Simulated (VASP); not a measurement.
**SnO: relaxation of cell and atoms with PBE**

Crystal: SnO.

```xyz
4
Lattice="3.3669 0.0000 0.0000 -1.6835 2.9159 0.0000 0.0000 0.0000 8.8597" Properties=species:S:1:pos:R:3 pbc="T T T"
Sn    0.0000    1.9439    3.3467
Sn    1.6835    0.9720    7.7766
O     0.0000    1.9439    8.8189
O     1.6835    0.9720    4.3890
```

* Program: VASP 6.6.1
* Task: relaxation of cell and atoms
* Functional: PBE
* Potentials or basis: VASP PAW PBE potentials, release 64 (Sn_d, O_h)
* Cutoff: 910 eV
* k mesh: 9 × 9 × 4
* Occupations: gaussian, width 0.02 eV
* Spin: no spin polarisation
* Dipole correction: no
* Further INCAR settings: ALGO = Normal; EDIFF = 1e-07; IBRION = 2; EDIFFG = -0.01; NSW = 100; ISIF = 3

| Property | Result |
| --- | --- |
| Relaxed volume | 21.74 Å³/atom |
| Relaxed cell | a = 3.359 Å, b = 3.359 Å, c = 8.902 Å, α = 90.00°, β = 90.00°, γ = 120.00° |
| Space group after relaxing (to 0.1 Å) | P6_3mc (No. 186) |
| Energy gained by relaxing | 0.2 meV/atom |
| Ionic steps | 7 |
| Pressure after relaxing | 0.0 GPa |
| Largest force after relaxing | 0.007 eV/Å |
| Band gap on the k mesh | 1.42 eV (least direct gap 1.73 eV) |

Forces on the atoms (eV/Å):
```
Sn   0.000  0.000  0.007
Sn   0.000  0.000  0.007
O    0.000  0.000 -0.007
O    0.000  0.000 -0.007
```

The path:
| step | energy change (eV) | largest force (eV/Å) | pressure (GPa) | volume (Å³) |
| --- | --- | --- | --- | --- |
| 1 | 0.0000 | 0.0532 | 0.14 | 86.98 |
| 2 | -0.0005 | 0.0177 | -0.18 | 87.22 |
| 3 | -0.0005 | 0.0077 | -0.13 | 87.19 |
| 4 | -0.0008 | 0.0072 | -0.04 | 87.06 |
| 5 | -0.0008 | 0.0069 | 0.03 | 86.99 |
| 6 | -0.0008 | 0.0063 | 0.11 | 86.86 |
| 7 | -0.0008 | 0.0067 | 0.04 | 86.96 |

Final structure:
```cif
data_structure
_symmetry_space_group_name_H-M 'P 1'
_symmetry_Int_Tables_number 1
_cell_length_a 3.3585
_cell_length_b 3.3585
_cell_length_c 8.9017
_cell_angle_alpha 90.000
_cell_angle_beta 90.000
_cell_angle_gamma 120.000
_cell_volume 86.96
loop_
_atom_site_label
_atom_site_type_symbol
_atom_site_fract_x
_atom_site_fract_y
_atom_site_fract_z
_atom_site_occupancy
Sn1 Sn 0.33333 0.66667 0.37739 1
Sn2 Sn 0.66667 0.33333 0.87739 1
O1 O 0.33333 0.66667 0.99575 1
O2 O 0.66667 0.33333 0.49575 1
```

Levels at points of the mesh, in eV from the valence-band top:
| k point | band 16 | band 17 | band 18 | band 19 | band 20 | band 21 | band 22 | band 23 | band 24 |
| --- | --- | --- | --- | --- | --- | --- | --- | --- | --- |
| (0.00, 0.00, 0.00) | -2.44 | -2.41 | -2.41 | -2.08 | -0.79 | 1.42 | 2.85 | 7.96 | 8.24 |
| (0.00, 0.00, 0.50) | -2.43 | -2.43 | -2.43 | -1.49 | -1.49 | 2.16 | 2.16 | 8.30 | 8.30 |

Run time: 8.3 min on 1 thread of Intel(R) Xeon(R) 6975P-C (Granite Rapids), with other jobs on the host, peak memory 0.45 GiB.

Caveat: the cutoff is under 1.25 times the usual one of these potentials, so pressure, stress and relaxed cells hold a basis-set (Pulay) error; spin-orbit coupling is left out, which moves the levels of the heavy elements; an odd mesh through Γ misses points on the zone boundary, where band edges can lie.
